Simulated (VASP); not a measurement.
# TiC: single point with PBE

Crystal: TiC.

```
Ti C
1.0
    -0.01021    2.23747    2.23589
     2.21407    0.00478    2.22089
     2.21221    2.22061    0.00664
Ti C
1 1
Direct
  0.09281 0.96247 0.00233
  0.40719 0.53753 0.49767
```

This cell differs from its parent crystal: atoms moved at random and the cell strained at random.

- Program: VASP 6.6.1
- Task: single point
- Functional: PBE
- Potentials or basis: VASP PAW PBE potentials, release 64 (Ti_sv, C)
- Cutoff: 520 eV
- k mesh: 14 × 14 × 14
- Occupations: gaussian, width 0.1 eV
- Spin: no spin polarisation
- Dipole correction: no
- Further INCAR settings: ALGO = Normal; EDIFF = 1e-07; NBANDS = 15

- Pressure: 8.7 GPa
- Largest force: 4.273 eV/Å
- Band gap on the k mesh: 0.62 eV (least direct gap 0.82 eV)

Forces in eV/Å, atoms in the order of the input:
```
Ti   0.504 -4.081 -1.164
C   -0.504  4.081  1.164
```

Stress tensor (GPa, compression positive):
```
-6.28  5.34  2.76
 5.34 31.17 -8.55
 2.76 -8.55  1.32
```

Levels at points of the mesh, in eV from the valence-band top:
```csv
k point,band 6,band 7,band 8,band 9,band 10,band 11
"(0.00, 0.00, 0.00)",-1.29,-1.11,-0.87,1.15,1.82,4.76
"(0.50, 0.00, 0.00)",-4.94,-2.67,-2.59,2.93,3.13,4.42
"(0.00, 0.50, 0.00)",-4.97,-2.07,-1.33,2.66,2.79,3.80
"(0.50, 0.50, 0.00)",-2.95,-2.86,-0.51,2.96,3.50,3.57
"(0.00, 0.00, 0.50)",-4.95,-1.85,-1.20,2.38,2.94,4.07
"(0.50, 0.00, 0.50)",-2.55,-2.12,-0.05,1.69,3.35,3.42
"(0.00, 0.50, 0.50)",-3.05,-2.95,-0.71,3.37,3.52,3.56
"(0.50, 0.50, 0.50)",-4.96,-2.26,-1.62,2.72,2.94,3.80
```

Wall time 6.9 min on 1 thread of Oxide Virtual Turin-like Processor, on a shared host, peak memory 0.5 GiB.

Caveat: the cell differs from its parent crystal (atoms moved at random and the cell strained at random); the stress differs along the axes, from -6 to 31 GPa; forces of over 1 eV/Å act on the atoms, so gaps and moduli don't describe the material at rest. A k mesh can miss the band edges.
